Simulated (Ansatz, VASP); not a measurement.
# BaTiO3 in VASP and in Ansatz

```
Ba Ti O
1.0
     3.99980    0.00000    0.00000
     0.00000    3.99980    0.00000
     0.00000    0.00000    4.01800
Ba Ti O
1 1 3
Direct
  0.00000 0.00000 0.00000
  0.50000 0.50000 0.49000
  0.00000 0.50000 0.51700
  0.50000 0.00000 0.51700
  0.50000 0.50000 0.01900
```

Alike in both runs: functional PBEsol; k mesh 7 × 7 × 7; occupations fermi-dirac, width 0.05 eV; no spin polarisation; Hubbard terms Ti d U = 8.0 eV.

```csv
,VASP,Ansatz
version,VASP 6.6.1,Ansatz 0.2.0
potentials or method,"VASP PAW PBE potentials, release 64 (Ba_sv, Ti_sv, O), cutoff 520 eV","all-electron LAPW, scalar-relativistic"
task,single point,projected density of states
```

|  | VASP | Ansatz | Ansatz less VASP |
| --- | --- | --- | --- |
| gap on the k mesh at the Fermi level (eV) | 2.85 | 2.99 | +0.143 |
| least direct gap on the mesh (eV) | 3.08 | 3.20 | +0.119 |
| pressure (GPa) | 4.8 | -0.8 | -5.57 |
| traceless stress, the component that is largest in VASP (GPa) | 1.09 | 0.65 | -0.440 |
| rms of the force components (eV/Å) | 0.342 | 0.110 | -0.2314 |

VASP's potentials were made for PBE, not for PBEsol. The programs project onto different local orbitals, so the same U acts differently, and such runs can settle in different states. Atom by atom the forces differ by 0.250 eV/Å (rms over components). Ansatz ran all-electron here, and VASP with PAW potentials.

Neither program's run includes spin-orbit coupling. Noted on Ansatz's run: U is the effective U less J, on atomic orbitals that reach past the spheres.
